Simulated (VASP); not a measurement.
NbTeI2:

```xyz
4
Lattice="5.9160 0.0000 0.0000 0.0000 5.9160 0.0000 0.0000 0.0000 5.9160" Properties=species:S:1:pos:R:3 pbc="T T T"
Nb    0.0000    0.0000    0.0000
Te    0.0000    0.0000    2.9580
I     2.9580    0.0000    0.0000
I     0.0000    2.9580    0.0000
```

| Property | Result |
| --- | --- |
| Program | VASP 6.6.1 |
| Task | relaxation of cell and atoms |
| Functional | PBE |
| Potentials or basis | VASP PAW PBE potentials, release 64 (Nb_sv, Te, I) |
| Cutoff | 600 eV |
| k mesh | 4 × 4 × 4 |
| Occupations | gaussian, width 0.1 eV |
| Spin | no spin polarisation |

At the start: pressure -4.4 GPa; volume 51.76 Å³/atom.

How do energy, volume and symmetry change on relaxing?

Over 6 steps the energy falls by 172.6 meV/atom and the volume is 43.78 Å³/atom (-15.4 %); space group P4/mmm (No. 123, to 0.05 Å).

The path:
| step | energy change (eV) | largest force (eV/Å) | pressure (GPa) | volume (Å³) |
| --- | --- | --- | --- | --- |
| 1 | 0.0000 | 0.0000 | -4.45 | 207.05 |
| 2 | -0.6387 | 0.0000 | 2.06 | 166.62 |
| 3 | -0.6876 | 0.0000 | 0.15 | 173.56 |
| 4 | -0.6872 | 0.0000 | 0.01 | 174.20 |
| 5 | -0.6904 | 0.0000 | -0.07 | 175.01 |
| 6 | -0.6904 | 0.0000 | -0.08 | 175.10 |

Final structure:
```cif
data_structure
_symmetry_space_group_name_H-M 'P 1'
_symmetry_Int_Tables_number 1
_cell_length_a 5.7200
_cell_length_b 5.7200
_cell_length_c 5.3518
_cell_angle_alpha 90.000
_cell_angle_beta 90.000
_cell_angle_gamma 90.000
_cell_volume 175.10
loop_
_atom_site_label
_atom_site_type_symbol
_atom_site_fract_x
_atom_site_fract_y
_atom_site_fract_z
_atom_site_occupancy
Nb1 Nb 0.00000 0.00000 0.00000 1
Te1 Te 0.00000 0.00000 0.50000 1
I1 I 0.50000 0.00000 0.00000 1
I2 I 0.00000 0.50000 0.00000 1
```

Caveat: the volume moved by over 15 % at a fixed basis, so the end points are rough; an odd number of electrons without spin polarisation forces a metal; a magnetic or distorted state may lie lower.
